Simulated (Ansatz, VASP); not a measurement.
# Al2InN3: VASP beside Ansatz

```
Al In N
1.0
     4.88002   -2.80552    0.00000
     4.88002    2.80552    0.00000
     0.00000    0.00000    5.19946
Al In N
4 2 6
Direct
  0.50854 0.83490 0.49163
  0.16510 0.49146 0.49163
  0.49146 0.16510 0.99163
  0.83490 0.50854 0.99163
  0.82192 0.17808 0.48638
  0.17808 0.82192 0.98638
  0.53698 0.83358 0.85580
  0.16642 0.46302 0.85580
  0.46302 0.16642 0.35580
  0.83358 0.53698 0.35580
  0.79809 0.20191 0.90676
  0.20191 0.79809 0.40676
```

Alike in both runs: task single point; functional PBE; k mesh 4 × 4 × 4; occupations gaussian, width 0.1 eV; no spin polarisation.

|  | VASP | Ansatz |
| --- | --- | --- |
| version | VASP 6.6.1 | Ansatz 0.2.0 |
| potentials or method | VASP PAW PBE potentials, release 64 (Al, In_d, N), cutoff 520 eV | scalar-relativistic, plane waves, PAW |
| valence electrons in the cell | 68 | 68 |

|  | VASP | Ansatz | Ansatz less VASP |
| --- | --- | --- | --- |
| gap on the k mesh at the Fermi level (eV) | 2.29 | 2.29 | -0.001 |
| least direct gap on the mesh (eV) | 2.29 | 2.29 | -0.001 |
| pressure (GPa) | 4.3 | 4.4 | +0.08 |
| traceless stress, the component that is largest in VASP (GPa) | 0.12 | 0.11 | -0.007 |
| rms of the force components (eV/Å) | 0.008 | 0.007 | -0.0009 |

Atom by atom the forces differ by 0.013 eV/Å (rms over components). With one functional, cell and mesh, what is left measures potentials, basis and numerics.
